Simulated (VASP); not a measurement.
# Ga (Pm-3m) in VASP: further runs, part 2 of 2

VASP 6.6.1. The steps go on from the part before.

## 3. Relaxation of cell and atoms, PBE

This run uses another cell than the first one, of 20.52 Å³/atom, 1.017 times its volume.

INCAR

```
SYSTEM = Ga
ALGO     = Normal         ! electronic algorithm
EDIFF    = 1E-7           ! SCF threshold, eV
EDIFFG   = -0.005         ! ionic threshold
ENCUT    = 600            ! plane-wave cutoff, eV
GGA      = PE             ! functional
IBRION   = 2              ! ionic algorithm
ISIF     = 3              ! what is computed and relaxed
ISMEAR   = -1             ! smearing method
LASPH    = .TRUE.         ! aspherical terms in the spheres
LCHARG   = .FALSE.        ! write CHGCAR
LREAL    = .FALSE.        ! projectors in reciprocal space
LWAVE    = .FALSE.        ! write WAVECAR
NELM     = 60             ! most SCF steps
NSW      = 60             ! ionic steps
PREC     = Accurate       ! precision mode
SIGMA    = 0.05           ! smearing width, eV
```

KPOINTS

```
k-points
0
G
  15 15 15
  0 0 0
```

POSCAR

```
Ga
1.0
    2.7377415812      0.0000000000      0.0000000000
    0.0000000000      2.7377415812      0.0000000000
    0.0000000000      0.0000000000      2.7377415812
Ga
1
Direct
    0.0000000000      0.0000000000      0.0000000000
```

Potentials or basis: VASP PAW PBE potentials, release 64 (Ga_d).

Command:

```
> cat potpaw_PBE.64/Ga_d/POTCAR > POTCAR
> mpirun -np 1 vasp_std > vasp.out
```

OUTCAR:

```text
SYSTEM = Ga
   EDIFF = 1E-7
   EDIFFG = -0.005
   ENCUT = 600
   GGA = PE
   IBRION = 2
   ISIF = 3
   ISMEAR = -1
   LASPH = .TRUE.
   LREAL = .FALSE.
   NELM = 60
   NSW = 60
   PREC = Accurate

 ion  position               nearest neighbor table
   1  0.000  0.000  0.000-

  LATTYP: Found a simple cubic cell.
 ALAT       =     2.7377415812

  Lattice vectors:

 A1 = (   2.7377415812,   0.0000000000,   0.0000000000)
 A2 = (   0.0000000000,   2.7377415812,   0.0000000000)
 A3 = (   0.0000000000,   0.0000000000,   2.7377415812)

Analysis of symmetry for initial positions (statically):
=====================================================================
 Subroutine PRICEL returns:
 Original cell was already a primitive cell.

 Routine SETGRP: Setting up the symmetry group for a
 simple cubic supercell.

 Subroutine GETGRP returns: Found 48 space group operations
 (whereof 48 operations were pure point group operations)
 out of a pool of 48 trial point group operations.

The static configuration has the point symmetry O_h .

Analysis of symmetry for dynamics (positions and initial velocities):
=====================================================================
 Subroutine PRICEL returns:
 Original cell was already a primitive cell.

 Routine SETGRP: Setting up the symmetry group for a
 simple cubic supercell.

 Subroutine GETGRP returns: Found 48 space group operations
 (whereof 48 operations were pure point group operations)
 out of a pool of 48 trial point group operations.

The dynamic configuration has the point symmetry O_h .

 Subroutine INISYM returns: Found 48 space group operations
 (whereof 48 operations are pure point group operations),
 and found     1 'primitive' translations

----------------------------------------------------------------------------------------

[... 120 lines left out ...]
   LRPA    =     F    only Hartree local field effects (RPA)
 conjugate gradient relaxation of ions
 non-spin polarized calculation
  energy-cutoff  :      600.00
  volume of cell :       20.52
 maximum number of plane-waves:       715
 NGX is ok and might be reduce to    24
   NGX = 11   NGY = 11   NGZ = 11

--------------------------------------- Ionic step        1  -------------------------------------------

 number of electron      13.0000006 magnetization

 Free energy of the ion-electron system (eV)
  ---------------------------------------------------
  ext. energy  EPLUGINS =         0.00000000
  ---------------------------------------------------
  free energy    TOTEN  =        -2.82597220 eV

  energy without entropy =       -2.82184009  energy(sigma->0) =       -2.82390614

------------------------ aborting loop because EDIFF is reached ----------------------------------------

  FORCE on cell =-STRESS in cart. coord.  units (eV):
  Direction    XX          YY          ZZ          XY          YZ          ZX
  --------------------------------------------------------------------------------------
  -------------------------------------------------------------------------------------
  Total       -0.0832177     -0.0832177     -0.0832177      0.0000000     -0.0000000      0.0000000
  in kB       -6.4975433     -6.4975433     -6.4975433      0.0000000     -0.0000000      0.0000000
  external PRESSURE =      -6.4975433 kB  Pullay stress =       0.0000000 kB
[... 127 lines left out ...]
--------------------------------------- Ionic step        5  -------------------------------------------

 number of electron      13.0000006 magnetization

 Free energy of the ion-electron system (eV)
  ---------------------------------------------------
  ext. energy  EPLUGINS =         0.00000000
  ---------------------------------------------------
  free energy    TOTEN  =        -2.82659983 eV

  energy without entropy =       -2.82243176  energy(sigma->0) =       -2.82451579

 E-fermi :   4.6153     XC(G=0): -10.5936

 val. band max:        4.6120219753   @ k =   0.4000   0.4000   0.0667
 cond. band min:       4.6821279682   @ k =   0.3333   0.2000   0.0667
 fundamental gap:      0.0701059929
 Fermi energy:         4.6152817682

 k-point     1 :       0.0000    0.0000    0.0000
  band No.  band energies     occupation
      1     -10.4099      2.00000
      2     -10.4099      2.00000
      3      -9.9068      2.00000
      4      -9.9068      2.00000
      5      -9.9068      2.00000
      6      -5.8145      2.00000
      7      13.5828      0.00000
      8      13.5828      0.00000
      9      13.5828      0.00000
     10      16.5168      0.00000
[... 287 lines left out ...]
 k-point    24 :       0.3333    0.2000    0.0000
  band No.  band energies     occupation
      1     -10.3100      2.00000
      2     -10.0883      2.00000
      3     -10.0849      2.00000
      4     -10.0044      2.00000
      5      -9.9438      2.00000
      6      -2.7689      2.00000
      7       4.5949      1.20142
      8       9.9957      0.00000
      9      16.5179      0.00000
     10      17.4073      0.00000

 [... further k-points ...]
[... 5 lines left out ...]
  --------------------------------------------------------------------------------------
  -------------------------------------------------------------------------------------
  Total        0.0004421      0.0004421      0.0004421      0.0000000     -0.0000000     -0.0000000
  in kB        0.0350277      0.0350277      0.0350277      0.0000000     -0.0000000     -0.0000000
  external PRESSURE =       0.0350277 kB  Pullay stress =       0.0000000 kB
[... 16 lines left out ...]
  FREE ENERGIE OF THE ION-ELECTRON SYSTEM (eV)
  ---------------------------------------------------
  free  energy   TOTEN  =        -2.8265998301 eV

  energy  without entropy=       -2.8224317576  energy(sigma->0) =       -2.82451579

 reached required accuracy - stopping structural energy minimisation
```

OSZICAR:

```text
N       E                     dE             d eps       ncg     rms          rms(c)
DAV:   1     0.399298670917E+02    0.39930E+02   -0.75617E+03  2448   0.237E+03
DAV:   2    -0.126541427538E+01   -0.41195E+02   -0.40222E+02  2468   0.262E+02
DAV:   3    -0.283138985159E+01   -0.15660E+01   -0.15614E+01  2834   0.465E+01
DAV:   4    -0.284559839697E+01   -0.14209E-01   -0.14202E-01  2726   0.472E+00
[... 33 lines left out ...]
DAV:   1    -0.282664516867E+01   -0.46929E-04   -0.59583E-04  2542   0.504E-01    0.387E-02
DAV:   2    -0.282660877500E+01    0.36394E-04   -0.69266E-05  2656   0.178E-01    0.173E-02
DAV:   3    -0.282660074926E+01    0.80257E-05   -0.92653E-06  2622   0.609E-02    0.410E-03
DAV:   4    -0.282659983297E+01    0.91629E-06   -0.87000E-07  3300   0.189E-02    0.116E-04
DAV:   5    -0.282659983012E+01    0.28531E-08   -0.28748E-09  1270   0.766E-04
   5 F= -.28265998E+01 E0= -.28245158E+01  d E =-.627633E-03
```

CONTCAR:

```text
Ga
   1.00000000000000
     2.7243453266276090    0.0000000000000000    0.0000000000000000
     0.0000000000000000    2.7243453266276090   -0.0000000000000000
    -0.0000000000000000   -0.0000000000000000    2.7243453266276090
  Ga
     1
Direct
     0.0000000000000000    0.0000000000000000    0.0000000000000000

  0.00000000E+00  0.00000000E+00  0.00000000E+00
```

Wall time 22 s (1 thread of Intel Xeon 6975P-C (Granite Rapids), shared host); peak memory 0.16 GiB.

Results:

| Quantity | Value |
| --- | --- |
| Free energy | -2.8266 eV |
| Relaxed volume | 20.22 Å³/atom |
| Relaxed cell | a = 2.724 Å, b = 2.724 Å, c = 2.724 Å, α = 90.00°, β = 90.00°, γ = 90.00° |
| Space group after relaxing (to 0.05 Å) | Pm-3m (No. 221) |
| Energy gained by relaxing | 0.6 meV/atom |
| Ionic steps | 5 |
| Pressure after relaxing | 0.0 GPa |

The path:
```tsv
step	energy change (eV)	largest force (eV/Å)	pressure (GPa)	volume (Å³)
1	0.0000	0.0000	-0.65	20.52
2	-0.0006	0.0000	-0.14	20.27
3	-0.0006	0.0000	0.09	20.20
4	-0.0006	0.0000	-0.06	20.23
5	-0.0006	0.0000	0.00	20.22
```

Final structure:
```
Ga
1.0
     2.72435    0.00000    0.00000
     0.00000    2.72435    0.00000
     0.00000    0.00000    2.72435
Ga
1
Direct
  0.00000 0.00000 0.00000
```
